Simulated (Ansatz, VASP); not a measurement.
**One calculation of K, two programs**

```
K
1.0
    -2.64171    2.64171    2.64171
     2.64171   -2.64171    2.64171
     2.64171    2.64171   -2.64171
K
1
Cartesian
  0.0000 0.0000 0.0000
```

Alike in both runs: task single point; functional PBE; k mesh 9 × 9 × 9; occupations fermi-dirac, width 0.3 eV; no spin polarisation.

```csv
,VASP,Ansatz
version,VASP 6.6.1,Ansatz 0.2.0
potentials or method,"VASP PAW PBE potentials, release 64 (K_sv), cutoff 520 eV","plane waves (420 eV) with PAW, scalar-relativistic"
valence electrons in the cell,9,9
```

```csv
,VASP,Ansatz,Ansatz less VASP
pressure (GPa),0.1,0.1,+0.01
```
